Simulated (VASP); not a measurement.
The system is Co.

```
Co
1.0
     2.38446    0.00000    0.00000
    -1.19223    2.06500    0.00000
     0.00000    0.00000    3.87035
Co
2
Direct
  0.33333 0.66667 0.25000
  0.66667 0.33333 0.75000
```

This cell differs from its parent crystal: volume scaled by 0.86.

Base run:

```yaml
Program: VASP 6.6.1
Functional: PBE
Potentials_or_basis: VASP PAW PBE potentials, release 64 (Co)
Cutoff: 520 eV
k_mesh: 15 × 15 × 8
Occupations: fermi-dirac, width 0.08 eV
Spin: no spin polarisation
```

Its results: pressure 23.8 GPa.

Q: The run is repeated on the same cell with these changes: spin from no spin polarisation to collinear spin, ferromagnetic start; further incar settings from ALGO = Normal; EDIFF = 1e-07; NBANDS = 16 to ALGO = Normal; EDIFF = 1e-06; NBANDS = 20. What comes out?

A: Pressure 36.5 GPa; net moment 3.00 μB per cell; site moments Co +1.49 μB.
